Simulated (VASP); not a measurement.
# GaAs (rocksalt type) (Fm-3m) in VASP: a series of runs

The runs below take GaAs (rocksalt type) through single point, with LDA.

Program: VASP 6.6.1. These are calculated values, not measurements. Logs are shortened: lines on timing, memory, paths and dates and some standing lists are left out, and cuts for length are marked.

### Step 1. The cell of the first run

Symmetry: Fm-3m, No. 225, cubic system. The conventional cell has a = 5.258 Å, b = 5.258 Å, c = 5.258 Å, α = 90.00°, β = 90.00°, γ = 90.00°. Within 3.5 Å of Ga (site symmetry m-3m) lie 6 As at 2.63 Å. Within 3.5 Å of As (site symmetry m-3m) lie 6 Ga at 2.63 Å.

### Step 2. Single point, LDA

The input, INCAR:

```
SYSTEM = GaAs
PREC = Accurate
ENCUT = 520
EDIFF = 1E-6
ISMEAR = -1
SIGMA = 0.1
LREAL = .FALSE.
LASPH = .TRUE.
NELM = 60
ALGO = Normal
ISIF = 2
LWAVE = .FALSE.
LCHARG = .FALSE.
GGA = CA
NBANDS = 16
```

The input, KPOINTS:

```
Automatic mesh
0
G
  13 13 13
  0 0 0
```

The input, POSCAR:

```
GaAs
1.0
    0.0000000000      2.6290238716      2.6290238716
    2.6290238716      0.0000000000      2.6290238716
    2.6290238716      2.6290238716      0.0000000000
Ga As
1 1
Direct
    0.0000000000      0.0000000000      0.0000000000
    0.5000000000      0.5000000000      0.5000000000
```

Potentials or basis: VASP PAW LDA potentials, release 64 (Ga_d, As).

Run with:

```
$ cat potpaw_LDA.64/Ga_d/POTCAR potpaw_LDA.64/As/POTCAR > POTCAR
$ mpirun -np 1 vasp_std > vasp.out
```

OUTCAR:

```text
SYSTEM = GaAs
   PREC = Accurate
   ENCUT = 520
   EDIFF = 1E-6
   ISMEAR = -1
   LREAL = .FALSE.
   LASPH = .TRUE.
   NELM = 60
   ISIF = 2
   GGA = CA

 ion  position               nearest neighbor table
   1  0.000  0.000  0.000-   2 2.63   2 2.63   2 2.63   2 2.63   2 2.63   2 2.63
   2  0.500  0.500  0.500-   1 2.63   1 2.63   1 2.63   1 2.63   1 2.63   1 2.63

  LATTYP: Found a face centered cubic cell.
 ALAT       =     5.2580477432

  Lattice vectors:

 A1 = (   0.0000000000,   2.6290238716,   2.6290238716)
 A2 = (   2.6290238716,   0.0000000000,   2.6290238716)
 A3 = (   2.6290238716,   2.6290238716,   0.0000000000)

Analysis of symmetry for initial positions (statically):
=====================================================================
 Subroutine PRICEL returns:
 Original cell was already a primitive cell.

 Routine SETGRP: Setting up the symmetry group for a
 face centered cubic supercell.

 Subroutine GETGRP returns: Found 48 space group operations
 (whereof 48 operations were pure point group operations)
 out of a pool of 48 trial point group operations.

The static configuration has the point symmetry O_h .

Analysis of symmetry for dynamics (positions and initial velocities):
=====================================================================
 Subroutine PRICEL returns:
 Original cell was already a primitive cell.

 Routine SETGRP: Setting up the symmetry group for a
 face centered cubic supercell.

 Subroutine GETGRP returns: Found 48 space group operations
 (whereof 48 operations were pure point group operations)
 out of a pool of 48 trial point group operations.

The dynamic configuration has the point symmetry O_h .

 Subroutine INISYM returns: Found 48 space group operations
 (whereof 48 operations are pure point group operations),
 and found     1 'primitive' translations

----------------------------------------------------------------------------------------

                                     Primitive cell

  volume of cell :      36.3424

  direct lattice vectors                    reciprocal lattice vectors
     0.000000000  2.629023872  2.629023872    -0.190184656  0.190184656  0.190184656
     2.629023872  0.000000000  2.629023872     0.190184656 -0.190184656  0.190184656
     2.629023872  2.629023872  0.000000000     0.190184656  0.190184656 -0.190184656

  length of vectors
     3.718001215  3.718001215  3.718001215     0.329409487  0.329409487  0.329409487

  position of ions in fractional coordinates (direct lattice)
     0.000000000  0.000000000  0.000000000
     0.500000000  0.500000000  0.500000000

  ion indices of the primitive-cell ions
   primitive index   ion index
                 1           1
                 2           2

----------------------------------------------------------------------------------------

 KPOINTS: Automatic mesh

Automatic generation of k-mesh.
 Grid dimensions read from file:
 generate k-points for:   13   13   13

 Generating k-lattice:

  Cartesian coordinates                     Fractional coordinates (reciprocal lattice)
    -0.014629589  0.014629589  0.014629589     0.076923077  0.000000000  0.000000000
     0.014629589 -0.014629589  0.014629589     0.000000000  0.076923077  0.000000000
     0.014629589  0.014629589 -0.014629589     0.000000000  0.000000000  0.076923077

  Length of vectors
     0.025339191  0.025339191  0.025339191

  Shift w.r.t. Gamma in fractional coordinates (k-lattice)
     0.000000000  0.000000000  0.000000000

 Subroutine IBZKPT returns following result:
 ===========================================

 Found     84 irreducible k-points:

 Following reciprocal coordinates:
            Coordinates               Weight
  0.000000  0.000000  0.000000      1.000000
  0.076923  0.000000  0.000000      8.000000
  0.153846  0.000000  0.000000      8.000000
  0.230769  0.000000  0.000000      8.000000
  0.307692  0.000000  0.000000      8.000000
  0.384615  0.000000  0.000000      8.000000
[... 16 lines left out ...]
  0.384615  0.153846  0.000000     24.000000
  0.461538  0.153846  0.000000     24.000000
 [... further k-points ...]
   k-points           NKPTS =     84   k-points in BZ     NKDIM =     84   number of bands    NBANDS=     16
   number of dos      NEDOS =    301   number of ions     NIONS =      2
   total plane-waves  NPLWV =  21952
   dimension x,y,z NGX =    28 NGY =   28 NGZ =   28
   dimension x,y,z NGXF=    56 NGYF=   56 NGZF=   56
   ions per type =               1   1
   NGX,Y,Z   is equivalent  to a cutoff of  12.52, 12.52, 12.52 a.u.
   NGXF,Y,Z  is equivalent  to a cutoff of  25.04, 25.04, 25.04 a.u.
 SYSTEM =  GaAs
   PREC   = accura    normal or accurate (medium, high low for compatibility)
   ISTART =      0    job   : 0-new  1-cont  2-samecut
   ICHARG =      2    charge: 1-file 2-atom 10-const
   ISPIN  =      1    spin polarized calculation?
   LNONCOLLINEAR =      F non collinear calculations
   LSORBIT =      F    spin-orbit coupling
   LASPH  =      T    aspherical Exc in radial PAW
   ENCUT  =  520.0 eV  38.22 Ry    6.18 a.u.   6.91  6.91  6.91*2*pi/ulx,y,z
   NELM   =     60;   NELMIN=  2; NELMDL= -5     # of ELM steps
   EDIFF  = 0.1E-05   stopping-criterion for ELM
   LREAL  =      F    real-space projection
   EDIFFG = 0.1E-04   stopping-criterion for IOM
   NSW    =      0    number of steps for IOM
   IBRION =     -1    ionic relax: 0-MD 1-quasi-New 2-CG
   NFREE  =      0    steps in history (QN), initial steepest desc. (CG)
   ISIF   =      2    stress and relaxation
   ISYM   =      2    0-nonsym 1-usesym 2-fastsym
   POTIM  = 0.5000    time-step for ionic-motion
   TEBEG  =    0.0;   TEEND  =   0.0 temperature during run
   PSTRESS=    0.0 pullay stress
   NELECT =      18.0000    total number of electrons
   NUPDOWN=      -1.0000    fix difference up-down
   EMIN   =  10.00;   EMAX   =-10.00  energy-range for DOS
   EFERMI =   0.00;   METHOD = LEGACY
   ISMEAR =    -1;   SIGMA  =   0.10  broadening in eV -4-tet -1-fermi 0-gaus
   EFERMI_NEDOS =   21; number of points for ismear=-14 and -15
   IALGO  =     38    algorithm
   IMIX   =      4    mixing-type and parameters
     AMIX     =   0.40;   BMIX     =  1.00
     AMIX_MAG =   1.60;   BMIX_MAG =  1.00
  volume/ion in A,a.u.               =      18.17       122.63
  Fermi-wavevector in a.u.,A,eV,Ry     =   1.295272  2.447710 22.826913  1.677731
  Thomas-Fermi vector in A             =   2.426803
   LORBIT       =      0    0 simple, 1 ext, 2 COOP (PROOUT), +10 PAW based schemes
   GGA     = CA    functional components
   LHFCALC =     F    Hartree Fock is set to
   AEXX    =    0.0000 exact exchange contribution
   IVDW    =     0    specifies the selected vdW correction
   LEPSILON=     F    determine dielectric tensor
   LRPA    =     F    only Hartree local field effects (RPA)
 non-spin polarized calculation
  energy-cutoff  :      520.00
  volume of cell :       36.34
 maximum number of plane-waves:       992
   NGX = 13   NGY = 13   NGZ = 13

 number of electron      18.0000003 magnetization

 Free energy of the ion-electron system (eV)
  ---------------------------------------------------
  ext. energy  EPLUGINS =         0.00000000
  ---------------------------------------------------
  free energy    TOTEN  =        -9.11506331 eV

  energy without entropy =       -9.07953970  energy(sigma->0) =       -9.09730151

 E-fermi :   5.8759     XC(G=0): -11.1928

 val. band max:        5.8751498303   @ k =   0.2308   0.1538   0.0769
 cond. band min:       5.8805031469   @ k =   0.4615   0.2308   0.0000
 fundamental gap:      0.0053533167
 Fermi energy:         5.8759109625

 k-point     1 :       0.0000    0.0000    0.0000
  band No.  band energies     occupation
      1      -9.0374      2.00000
      2      -9.0374      2.00000
      3      -9.0140      2.00000
      4      -9.0140      2.00000
      5      -9.0140      2.00000
      6      -7.7875      2.00000
[... 8 lines left out ...]
     15      13.7965      0.00000
     16      13.7965      0.00000

 k-point     2 :       0.0769    0.0000    0.0000
  band No.  band energies     occupation
      1      -9.0392      2.00000
      2      -9.0392      2.00000
      3      -9.0143      2.00000
      4      -9.0123      2.00000
      5      -9.0123      2.00000
      6      -7.7023      2.00000
[... 8 lines left out ...]
     15      13.6284      0.00000
     16      13.7970      0.00000

 k-point     3 :       0.1538    0.0000    0.0000
  band No.  band energies     occupation
      1      -9.0449      2.00000
      2      -9.0449      2.00000
      3      -9.0156      2.00000
      4      -9.0069      2.00000
      5      -9.0069      2.00000
      6      -7.4488      2.00000
[... 8 lines left out ...]
     15      14.1462      0.00000
     16      14.1462      0.00000

 k-point     4 :       0.2308    0.0000    0.0000
  band No.  band energies     occupation
      1      -9.0537      2.00000
      2      -9.0537      2.00000
      3      -9.0180      2.00000
      4      -8.9984      2.00000
      5      -8.9984      2.00000
      6      -7.0351      2.00000
[... 8 lines left out ...]
     15      15.0253      0.00000
     16      15.0253      0.00000

 k-point     5 :       0.3077    0.0000    0.0000
  band No.  band energies     occupation
      1      -9.0635      2.00000
      2      -9.0635      2.00000
      3      -9.0212      2.00000
      4      -8.9890      2.00000
      5      -8.9890      2.00000
      6      -6.4834      2.00000
[... 8 lines left out ...]
     15      16.1959      0.00000
     16      16.1959      0.00000

 k-point     6 :       0.3846    0.0000    0.0000
  band No.  band energies     occupation
      1      -9.0717      2.00000
      2      -9.0717      2.00000
      3      -9.0241      2.00000
      4      -8.9810      2.00000
      5      -8.9810      2.00000
      6      -5.8551      2.00000
[... 8 lines left out ...]
     15      17.6138      0.00000
     16      17.6138      0.00000

 k-point     7 :       0.4615    0.0000    0.0000
  band No.  band energies     occupation
      1      -9.0763      2.00000
      2      -9.0763      2.00000
      3      -9.0258      2.00000
      4      -8.9765      2.00000
      5      -8.9765      2.00000
      6      -5.3402      2.00000
[... 8 lines left out ...]
     15      19.1873      0.00000
     16      19.1873      0.00000

 k-point     8 :       0.0769    0.0769    0.0000
  band No.  band energies     occupation
      1      -9.0440      2.00000
      2      -9.0361      2.00000
      3      -9.0156      2.00000
      4      -9.0112      2.00000
      5      -9.0112      2.00000
      6      -7.6730      2.00000
[... 8 lines left out ...]
     15      14.3472      0.00000
     16      14.3472      0.00000

 k-point     9 :       0.1538    0.0769    0.0000
  band No.  band energies     occupation
      1      -9.0530      2.00000
      2      -9.0373      2.00000
      3      -9.0169      2.00000
      4      -9.0077      2.00000
      5      -9.0064      2.00000
      6      -7.4734      2.00000
[... 8 lines left out ...]
     15      14.6866      0.00000
     16      14.7554      0.00000
[... 172 lines left out ...]
 k-point    19 :      -0.0769    0.0769    0.0000
  band No.  band energies     occupation
      1      -9.0449      2.00000
      2      -9.0402      2.00000
      3      -9.0151      2.00000
      4      -9.0104      2.00000
      5      -9.0083      2.00000
      6      -7.5601      2.00000
[... 8 lines left out ...]
     15      14.2458      0.00000
     16      14.5117      0.00000

 k-point    20 :       0.1538    0.1538    0.0000
  band No.  band energies     occupation
      1      -9.0693      2.00000
      2      -9.0324      2.00000
      3      -9.0202      2.00000
      4      -9.0033      2.00000
      5      -9.0033      2.00000
      6      -7.3248      2.00000
[... 8 lines left out ...]
     15      15.6751      0.00000
     16      15.6751      0.00000

 k-point    21 :       0.2308    0.1538    0.0000
  band No.  band energies     occupation
      1      -9.0875      2.00000
      2      -9.0334      2.00000
      3      -9.0222      2.00000
      4      -8.9983      2.00000
      5      -8.9960      2.00000
      6      -7.0106      2.00000
[... 8 lines left out ...]
     15      16.3405      0.00000
     16      16.3888      0.00000

 k-point    22 :       0.3077    0.1538    0.0000
  band No.  band energies     occupation
      1      -9.1029      2.00000
      2      -9.0400      2.00000
      3      -9.0224      2.00000
      4      -8.9941      2.00000
      5      -8.9865      2.00000
      6      -6.5460      2.00000
[... 8 lines left out ...]
     15      17.1832      0.00000
     16      17.4227      0.00000

 k-point    23 :       0.3846    0.1538    0.0000
  band No.  band energies     occupation
      1      -9.1127      2.00000
      2      -9.0492      2.00000
      3      -9.0213      2.00000
      4      -8.9906      2.00000
      5      -8.9784      2.00000
      6      -5.9647      2.00000
[... 8 lines left out ...]
     15      18.4042      0.00000
     16      18.7502      0.00000

 k-point    24 :       0.4615    0.1538    0.0000
  band No.  band energies     occupation
      1      -9.1160      2.00000
      2      -9.0586      2.00000
      3      -9.0198      2.00000
      4      -8.9877      2.00000
      5      -8.9738      2.00000
      6      -5.3582      2.00000
[... 8 lines left out ...]
     15      19.6852      0.00000
     16      20.0801      0.00000

 [... further k-points ...]
[... 5 lines left out ...]
  --------------------------------------------------------------------------------------
  -------------------------------------------------------------------------------------
  Total        0.1378495      0.1378495      0.1378495     -0.0000000     -0.0000000      0.0000000
  in kB        6.0771833      6.0771833      6.0771833     -0.0000000     -0.0000000      0.0000000
  external PRESSURE =       6.0771833 kB  Pullay stress =       0.0000000 kB

 VOLUME and BASIS-vectors are now :
 -----------------------------------------------------------------------------
  energy-cutoff  :      520.00
  volume of cell :       36.34
      direct lattice vectors                 reciprocal lattice vectors
     0.000000000  2.629023872  2.629023872    -0.190184656  0.190184656  0.190184656
     2.629023872  0.000000000  2.629023872     0.190184656 -0.190184656  0.190184656
     2.629023872  2.629023872  0.000000000     0.190184656  0.190184656 -0.190184656

 POSITION                                       TOTAL-FORCE (eV/Angst)
 -----------------------------------------------------------------------------------
      0.00000      0.00000      0.00000         0.000000     -0.000000      0.000000
      2.62902      2.62902      2.62902        -0.000000      0.000000     -0.000000
 -----------------------------------------------------------------------------------
    total drift:                               -0.000000      0.000000      0.000000

  FREE ENERGIE OF THE ION-ELECTRON SYSTEM (eV)
  ---------------------------------------------------
  free  energy   TOTEN  =        -9.1150633069 eV

  energy  without entropy=       -9.0795397044  energy(sigma->0) =       -9.09730151
```

It took 52 s on 1 thread of Intel Xeon 8259CL, shared host; peak memory 0.18 GiB.

Results:

```yaml
Free_energy: -9.1151 eV
Pressure: 0.6 GPa
Band_gap_on_the_k_mesh: zero (bands 9 and 10 overlap by 3.40 eV)
```

### Step 3. Single point, LDA (18.17 Å³/atom)

The input, INCAR:

```
PREC = Accurate
ENCUT = 520
EDIFF = 1E-7
ISMEAR = -1
SIGMA = 0.1
LREAL = F
LASPH = T
NELM = 100
ALGO = Normal
ISIF = 2
LWAVE = F
LCHARG = F
GGA = CA
NBANDS = 16
```

The input, KPOINTS:

```
Automatic mesh
0
Gamma
  13 13 13
```

POSCAR is that of step 2.

Potentials or basis: VASP PAW LDA potentials, release 64 (Ga_d, As).

Run with:

```
$ cat potpaw_LDA.64/Ga_d/POTCAR potpaw_LDA.64/As/POTCAR > POTCAR
$ mpirun -np 1 vasp_std > vasp.out
```

OUTCAR:

```text
PREC = Accurate
   ENCUT = 520
   EDIFF = 1E-7
   ISMEAR = -1
   LREAL = F
   LASPH = T
   NELM = 100
   ISIF = 2
   GGA = CA

 ion  position               nearest neighbor table
   1  0.000  0.000  0.000-   2 2.63   2 2.63   2 2.63   2 2.63   2 2.63   2 2.63
   2  0.500  0.500  0.500-   1 2.63   1 2.63   1 2.63   1 2.63   1 2.63   1 2.63

  LATTYP: Found a face centered cubic cell.
 ALAT       =     5.2580477432

  Lattice vectors:

 A1 = (   0.0000000000,   2.6290238716,   2.6290238716)
[... 190 lines left out ...]
      6      -7.7869      2.00000
[... 433 lines left out ...]
      3      -9.0150      2.00000
      4      -8.9829      2.00000
      5      -8.9689      2.00000
      6      -5.3577      2.00000
[... 8 lines left out ...]
     15      19.6857      0.00000
     16      20.0804      0.00000

 [... further k-points ...]
[... 5 lines left out ...]
  --------------------------------------------------------------------------------------
  -------------------------------------------------------------------------------------
  Total        0.0750831      0.0750831      0.0750831     -0.0000000      0.0000000     -0.0000000
  in kB        3.3100845      3.3100845      3.3100845     -0.0000000      0.0000000     -0.0000000
  external PRESSURE =       3.3100845 kB  Pullay stress =       0.0000000 kB

 VOLUME and BASIS-vectors are now :
 -----------------------------------------------------------------------------
  energy-cutoff  :      520.00
  volume of cell :       36.34
      direct lattice vectors                 reciprocal lattice vectors
     0.000000000  2.629023872  2.629023872    -0.190184656  0.190184656  0.190184656
     2.629023872  0.000000000  2.629023872     0.190184656 -0.190184656  0.190184656
     2.629023872  2.629023872  0.000000000     0.190184656  0.190184656 -0.190184656

 POSITION                                       TOTAL-FORCE (eV/Angst)
 -----------------------------------------------------------------------------------
      0.00000      0.00000      0.00000         0.000000      0.000000     -0.000000
      2.62902      2.62902      2.62902         0.000000      0.000000      0.000000
 -----------------------------------------------------------------------------------
    total drift:                               -0.000000     -0.000000      0.000000

  FREE ENERGIE OF THE ION-ELECTRON SYSTEM (eV)
  ---------------------------------------------------
  free  energy   TOTEN  =        -9.1150618234 eV

  energy  without entropy=       -9.0795359027  energy(sigma->0) =       -9.09729886
```

Run time: 53 s. Hardware: 1 thread of Intel Xeon 8259CL, shared host; peak memory 0.17 GiB.

Results:

* Free energy: -9.1151 eV
* Pressure: 0.3 GPa
* Band gap on the k mesh: zero (bands 9 and 10 overlap by 3.40 eV)

Levels at points of the mesh, in eV from the Fermi level:
```tsv
k point	band 7	band 8	band 9	band 10	band 11	band 12
(0.00, 0.00, 0.00)	0.06	0.06	0.06	0.43	7.44	7.44
```
